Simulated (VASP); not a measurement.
# NaF (P4_2/mmc) in VASP: further runs

Runs on NaF. Level: PBE. Tasks: single point, relaxation of cell and atoms.

Everything below comes from runs of VASP 6.6.1. Logs are shortened: lines on timing, memory, paths and dates and some standing lists are left out, and cuts for length are marked.

## (1) The cell of the first run

It takes space group P4_2/mmc (No. 131, tetragonal). Conventional cell: a = 3.914 Å, b = 3.914 Å, c = 5.536 Å, α = 90.00°, β = 90.00°, γ = 90.00°. Na (site symmetry mmm) has 4 F at 2.40 Å within 3.2 Å. Within 3.2 Å of F (site symmetry -4m2) lie 4 Na at 2.40 Å and 2 F at 2.77 Å.

## (2) Single point, PBE (atoms taken out)

Contents of INCAR:

```
PREC = Accurate
ENCUT = 520
EDIFF = 1E-6
ISMEAR = 0
SIGMA = 0.1
LREAL = F
LASPH = T
NELM = 60
ALGO = Normal
ISIF = 2
LWAVE = F
LCHARG = T
GGA = PE
LELF = T
LVHAR = T
NBANDS = 22
```

Contents of KPOINTS:

```
regular mesh
0
Gamma
  4 4 4
```

Contents of POSCAR:

```
NaF
1.0
    3.9142846100      0.0000000000      0.0000000000
    0.0000000000      3.9142846100      0.0000000000
    0.0000000000      0.0000000000      5.5356343800
Na F
2 2
Direct
    0.0000000000      0.5000000000      0.0000000000
    0.5000000000      0.0000000000      0.5000000000
    0.5000000000      0.5000000000      0.2500000000
    0.5000000000      0.5000000000      0.7500000000
```

Potentials or basis: VASP PAW PBE potentials, release 64 (Na_pv, F).

Launch:

```
$ cat potpaw_PBE.64/Na_pv/POTCAR potpaw_PBE.64/F/POTCAR > POTCAR
$ mpirun -np 1 vasp_std > vasp.out
```

OUTCAR:

```text
PREC = Accurate
   ENCUT = 520
   EDIFF = 1E-6
   ISMEAR = 0
   LREAL = F
   LASPH = T
   NELM = 60
   ISIF = 2
   GGA = PE

 ion  position               nearest neighbor table
   1  0.000  0.500  0.000-
   2  0.500  0.000  0.500-
   3  0.500  0.500  0.250-
   4  0.500  0.500  0.750-

  LATTYP: Found a simple tetragonal cell.
 ALAT       =     3.9142846100
 C/A-ratio  =     1.4142135617

  Lattice vectors:

 A1 = (   3.9142846100,   0.0000000000,   0.0000000000)
 A2 = (   0.0000000000,   3.9142846100,   0.0000000000)
 A3 = (   0.0000000000,   0.0000000000,   5.5356343800)

Analysis of symmetry for initial positions (statically):
=====================================================================
 Subroutine PRICEL returns:
 Original cell was already a primitive cell.

 Routine SETGRP: Setting up the symmetry group for a
 simple tetragonal supercell.

 Subroutine GETGRP returns: Found 16 space group operations
 (whereof  8 operations were pure point group operations)
 out of a pool of 16 trial point group operations.

The static configuration has the point symmetry D_2h.
 The point group associated with its full space group is D_4h.

Analysis of symmetry for dynamics (positions and initial velocities):
=====================================================================
 Subroutine PRICEL returns:
 Original cell was already a primitive cell.

 Routine SETGRP: Setting up the symmetry group for a
 simple tetragonal supercell.

 Subroutine GETGRP returns: Found 16 space group operations
 (whereof  8 operations were pure point group operations)
 out of a pool of 16 trial point group operations.

The dynamic configuration has the point symmetry D_2h.
 The point group associated with its full space group is D_4h.

 Subroutine INISYM returns: Found 16 space group operations
 (whereof  8 operations are pure point group operations),
 and found     1 'primitive' translations

----------------------------------------------------------------------------------------

                                     Primitive cell

  volume of cell :      84.8149

  direct lattice vectors                    reciprocal lattice vectors
     3.914284610  0.000000000  0.000000000     0.255474525  0.000000000  0.000000000
     0.000000000  3.914284610  0.000000000     0.000000000  0.255474525  0.000000000
     0.000000000  0.000000000  5.535634380     0.000000000  0.000000000  0.180647769

  length of vectors
     3.914284610  3.914284610  5.535634380     0.255474525  0.255474525  0.180647769

  position of ions in fractional coordinates (direct lattice)
     0.000000000  0.500000000  0.000000000
     0.500000000  0.000000000  0.500000000
     0.500000000  0.500000000  0.250000000
     0.500000000  0.500000000  0.750000000

  ion indices of the primitive-cell ions
   primitive index   ion index
                 1           1
                 2           2
                 3           3
                 4           4

----------------------------------------------------------------------------------------

 KPOINTS: regular mesh

Automatic generation of k-mesh.
 Grid dimensions read from file:
 generate k-points for:    4    4    4

 Generating k-lattice:

  Cartesian coordinates                     Fractional coordinates (reciprocal lattice)
     0.063868631  0.000000000  0.000000000     0.250000000  0.000000000  0.000000000
     0.000000000  0.063868631  0.000000000     0.000000000  0.250000000  0.000000000
     0.000000000  0.000000000  0.045161942     0.000000000  0.000000000  0.250000000

  Length of vectors
     0.063868631  0.063868631  0.045161942

  Shift w.r.t. Gamma in fractional coordinates (k-lattice)
     0.000000000  0.000000000  0.000000000

 Subroutine IBZKPT returns following result:
 ===========================================

 Found     18 irreducible k-points:

 Following reciprocal coordinates:
            Coordinates               Weight
  0.000000  0.000000  0.000000      1.000000
  0.250000  0.000000  0.000000      4.000000
  0.500000  0.000000  0.000000      2.000000
  0.250000  0.250000  0.000000      4.000000
  0.500000  0.250000  0.000000      4.000000
  0.500000  0.500000  0.000000      1.000000
[... 10 lines left out ...]
  0.500000  0.250000  0.500000      4.000000
  0.500000  0.500000  0.500000      1.000000
   k-points           NKPTS =     18   k-points in BZ     NKDIM =     18   number of bands    NBANDS=     22
   number of dos      NEDOS =    301   number of ions     NIONS =      4
   total plane-waves  NPLWV =  37800
   dimension x,y,z NGX =    30 NGY =   30 NGZ =   42
   dimension x,y,z NGXF=    60 NGYF=   60 NGZF=   84
   ions per type =               2   2
   NGX,Y,Z   is equivalent  to a cutoff of  12.74, 12.74, 12.61 a.u.
   NGXF,Y,Z  is equivalent  to a cutoff of  25.48, 25.48, 25.23 a.u.
 SYSTEM =  unknown system
   PREC   = accura    normal or accurate (medium, high low for compatibility)
   ISTART =      0    job   : 0-new  1-cont  2-samecut
   ICHARG =      2    charge: 1-file 2-atom 10-const
   ISPIN  =      1    spin polarized calculation?
   LNONCOLLINEAR =      F non collinear calculations
   LSORBIT =      F    spin-orbit coupling
   LASPH  =      T    aspherical Exc in radial PAW
   ENCUT  =  520.0 eV  38.22 Ry    6.18 a.u.   7.28  7.28 10.29*2*pi/ulx,y,z
   NELM   =     60;   NELMIN=  2; NELMDL= -5     # of ELM steps
   EDIFF  = 0.1E-05   stopping-criterion for ELM
   LREAL  =      F    real-space projection
   EDIFFG = 0.1E-04   stopping-criterion for IOM
   NSW    =      0    number of steps for IOM
   IBRION =     -1    ionic relax: 0-MD 1-quasi-New 2-CG
   NFREE  =      0    steps in history (QN), initial steepest desc. (CG)
   ISIF   =      2    stress and relaxation
   ISYM   =      2    0-nonsym 1-usesym 2-fastsym
   POTIM  = 0.5000    time-step for ionic-motion
   TEBEG  =    0.0;   TEEND  =   0.0 temperature during run
   PSTRESS=    0.0 pullay stress
   NELECT =      28.0000    total number of electrons
   NUPDOWN=      -1.0000    fix difference up-down
   EMIN   =  10.00;   EMAX   =-10.00  energy-range for DOS
   EFERMI =   0.00;   METHOD = LEGACY
   ISMEAR =     0;   SIGMA  =   0.10  broadening in eV -4-tet -1-fermi 0-gaus
   EFERMI_NEDOS =   21; number of points for ismear=-14 and -15
   IALGO  =     38    algorithm
   IMIX   =      4    mixing-type and parameters
     AMIX     =   0.40;   BMIX     =  1.00
     AMIX_MAG =   1.60;   BMIX_MAG =  1.00
  volume/ion in A,a.u.               =      21.20       143.09
  Fermi-wavevector in a.u.,A,eV,Ry     =   1.131454  2.138137 17.418007  1.280187
  Thomas-Fermi vector in A             =   2.268153
   LORBIT       =      0    0 simple, 1 ext, 2 COOP (PROOUT), +10 PAW based schemes
   GGA     = PE    functional components
   LHFCALC =     F    Hartree Fock is set to
   AEXX    =    0.0000 exact exchange contribution
   IVDW    =     0    specifies the selected vdW correction
   LEPSILON=     F    determine dielectric tensor
   LRPA    =     F    only Hartree local field effects (RPA)
 non-spin polarized calculation
 Gauss-broadening in eV      SIGMA  =   0.10
  energy-cutoff  :      520.00
  volume of cell :       84.81
 maximum number of plane-waves:      2316
 NGX is ok and might be reduce to    30
   NGX = 15   NGY = 15   NGZ = 21

 number of electron      28.0000011 magnetization

 Free energy of the ion-electron system (eV)
  ---------------------------------------------------
  ext. energy  EPLUGINS =         0.00000000
  ---------------------------------------------------
  free energy    TOTEN  =       -15.84605803 eV

  energy without entropy =      -15.84605803  energy(sigma->0) =      -15.84605803

 E-fermi :  -1.9915     XC(G=0):  -6.6689

 val. band max:       -2.4982165401   @ k =   0.0000   0.0000   0.0000
 cond. band min:       0.5245630414   @ k =   0.0000   0.0000   0.0000
 fundamental gap:      3.0227795815
 Fermi energy:        -1.9915492649

 k-point     1 :       0.0000    0.0000    0.0000
  band No.  band energies     occupation
      1     -23.9279      2.00000
      2     -23.9279      2.00000
      3     -23.8854      2.00000
      4     -23.7899      2.00000
      5     -23.6826      2.00000
      6     -23.6826      2.00000
[... 14 lines left out ...]
     21      11.5734      0.00000
     22      12.6900      0.00000

 k-point     2 :       0.2500    0.0000    0.0000
  band No.  band energies     occupation
      1     -23.9333      2.00000
      2     -23.9274      2.00000
      3     -23.8637      2.00000
      4     -23.7933      2.00000
      5     -23.7346      2.00000
      6     -23.6822      2.00000
[... 14 lines left out ...]
     21      10.9668      0.00000
     22      11.0992      0.00000

 k-point     3 :       0.5000    0.0000    0.0000
  band No.  band energies     occupation
      1     -23.9387      2.00000
      2     -23.9267      2.00000
      3     -23.8374      2.00000
      4     -23.8010      2.00000
      5     -23.7830      2.00000
      6     -23.6818      2.00000
[... 14 lines left out ...]
     21      10.0479      0.00000
     22      12.5565      0.00000

 k-point     4 :       0.2500    0.2500    0.0000
  band No.  band energies     occupation
      1     -23.9356      2.00000
      2     -23.9297      2.00000
      3     -23.8434      2.00000
      4     -23.7949      2.00000
      5     -23.7789      2.00000
      6     -23.6856      2.00000
[... 14 lines left out ...]
     21      11.1352      0.00000
     22      11.3813      0.00000

 k-point     5 :       0.5000    0.2500    0.0000
  band No.  band energies     occupation
      1     -23.9401      2.00000
      2     -23.9299      2.00000
      3     -23.8229      2.00000
      4     -23.8189      2.00000
      5     -23.8005      2.00000
      6     -23.6864      2.00000
[... 267 lines left out ...]
 k-point    16 :       0.2500    0.2500    0.5000
  band No.  band energies     occupation
      1     -23.9328      2.00000
      2     -23.9328      2.00000
      3     -23.8312      2.00000
      4     -23.8312      2.00000
      5     -23.7193      2.00000
      6     -23.7193      2.00000
[... 14 lines left out ...]
     21      11.8368      0.00000
     22      11.8368      0.00000

 k-point    17 :       0.5000    0.2500    0.5000
  band No.  band energies     occupation
      1     -23.9383      2.00000
      2     -23.9320      2.00000
      3     -23.8481      2.00000
      4     -23.8003      2.00000
      5     -23.7467      2.00000
      6     -23.7303      2.00000
[... 14 lines left out ...]
     21      11.9061      0.00000
     22      12.1077      0.00000

 k-point    18 :       0.5000    0.5000    0.5000
  band No.  band energies     occupation
      1     -23.9373      2.00000
      2     -23.9373      2.00000
      3     -23.8001      2.00000
      4     -23.8001      2.00000
      5     -23.7758      2.00000
      6     -23.7758      2.00000
[... 14 lines left out ...]
     21      10.5514      0.00000
     22      10.5514      0.00000

------------------------ aborting loop because EDIFF is reached ----------------------------------------

  FORCE on cell =-STRESS in cart. coord.  units (eV):
  Direction    XX          YY          ZZ          XY          YZ          ZX
  --------------------------------------------------------------------------------------
  -------------------------------------------------------------------------------------
  Total       -3.2458815     -3.2458815      1.0949595      0.0000000      0.0000000      0.0000000
  in kB      -61.3156089    -61.3156089     20.6840905      0.0000000      0.0000000      0.0000000
  external PRESSURE =     -33.9823758 kB  Pullay stress =       0.0000000 kB

 VOLUME and BASIS-vectors are now :
 -----------------------------------------------------------------------------
  energy-cutoff  :      520.00
  volume of cell :       84.81
      direct lattice vectors                 reciprocal lattice vectors
     3.914284610  0.000000000  0.000000000     0.255474525  0.000000000  0.000000000
     0.000000000  3.914284610  0.000000000     0.000000000  0.255474525  0.000000000
     0.000000000  0.000000000  5.535634380     0.000000000  0.000000000  0.180647769

 POSITION                                       TOTAL-FORCE (eV/Angst)
 -----------------------------------------------------------------------------------
      0.00000      1.95714      0.00000         0.000000      0.000000     -0.000000
      1.95714      0.00000      2.76782         0.000000      0.000000     -0.000000
      1.95714      1.95714      1.38391         0.000000      0.000000      0.000000
      1.95714      1.95714      4.15173         0.000000      0.000000      0.000000
 -----------------------------------------------------------------------------------
    total drift:                                0.000000      0.000000      0.000000

  FREE ENERGIE OF THE ION-ELECTRON SYSTEM (eV)
  ---------------------------------------------------
  free  energy   TOTEN  =       -15.8460580297 eV

  energy  without entropy=      -15.8460580297  energy(sigma->0) =      -15.84605803
```

Run time: 32 s. Hardware: 1 thread of Intel Xeon Platinum 8259CL at 2.50GHz (Skylake/Cascade Lake), shared host; peak memory 0.18 GiB.

Results:

```
Free energy            : -15.8461 eV
Pressure               : -3.4 GPa
Band gap on the k mesh : 3.02 eV
```

Caveat: the cell differs from its parent crystal (atoms taken out); the stress differs along the axes, from -6 to 2 GPa. A k mesh can miss the band edges.

(Continued in part 2 of 2.)
